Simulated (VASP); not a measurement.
A run of VASP 6.6.1 is set up as follows.

Contents of POSCAR:

```
KCl
1.0
    3.8344708363      0.0000000000      0.0000000000
    0.0000000000      3.8344708363      0.0000000000
    0.0000000000      0.0000000000      3.8344708363
K Cl
1 1
Direct
    0.0000000000      0.0000000000      0.0000000000
    0.5000000000      0.5000000000      0.5000000000
```

Contents of INCAR.step1:

```
SYSTEM = KCl
PREC     = Accurate       ! precision mode
ENCUT    = 600            ! plane-wave cutoff, eV
ISMEAR   = -1             ! smearing method
SIGMA    = 0.02           ! smearing width, eV
LREAL    = .False.        ! projectors in reciprocal space
LASPH    = .True.         ! aspherical terms in the spheres
NELM     = 80             ! most SCF steps
GGA      = PE             ! functional
ALGO     = Normal         ! electronic algorithm
EDIFF    = 1E-4           ! SCF threshold, eV
LWAVE    = .True.         ! write WAVECAR
LCHARG   = .False.        ! write CHGCAR
```

Contents of INCAR.step2:

```
SYSTEM = KCl
PREC     = Accurate       ! precision mode
ENCUT    = 600            ! plane-wave cutoff, eV
EDIFF    = 1E-6           ! SCF threshold, eV
ISMEAR   = -1             ! smearing method
SIGMA    = 0.02           ! smearing width, eV
LREAL    = .False.        ! projectors in reciprocal space
LASPH    = .True.         ! aspherical terms in the spheres
NELM     = 80             ! most SCF steps
ALGO     = Normal         ! electronic algorithm
ISIF     = 3              ! what is computed and relaxed
LWAVE    = .False.        ! write WAVECAR
LCHARG   = .False.        ! write CHGCAR
METAGGA  = R2SCAN         ! meta-GGA
LMIXTAU  = .True.       
IBRION   = 2              ! ionic algorithm
NSW      = 80             ! ionic steps
EDIFFG   = -0.005         ! ionic threshold
ISTART   = 1
```

The input KPOINTS:

```
regular mesh
0
Gamma
  6 6 6
  0 0 0
```

Potentials or basis: VASP PAW PBE potentials, release 64 (K_sv, Cl).

Launch:

```console
$ cat potpaw_PBE.64/K_sv/POTCAR potpaw_PBE.64/Cl/POTCAR > POTCAR
$ cp INCAR.step1 INCAR
$ mpirun -np 1 vasp_std > vasp.out
$ cp INCAR.step2 INCAR
$ mpirun -np 1 vasp_std > vasp.out
```

Task: Predict the relaxed cell.

Result: a = 3.772 Å, b = 3.772 Å, c = 3.772 Å, α = 90.00°, β = 90.00°, γ = 90.00°.

Task: Estimate the relaxed volume.

Result: 26.83 Å³/atom.

Task: Estimate the space group after relaxing (to 0.1 Å).

Result: Pm-3m (No. 221).

Task: Predict the band gap on the k mesh.

Result: 5.80 eV (least direct gap 6.02 eV).

Step by step:
```
step  energy change (eV)  largest force (eV/Å)  pressure (GPa)  volume (Å³)
   1              0.0000                0.0000           -1.01        56.38
   2             -0.0068                0.0000           -0.51        54.94
   3             -0.0088                0.0000            0.07        53.50
   4             -0.0089                0.0000           -0.01        53.67
```

Caveat: the PAW data sets were made with another functional, which shifts forces and pressure a little. A k mesh can miss the band edges.
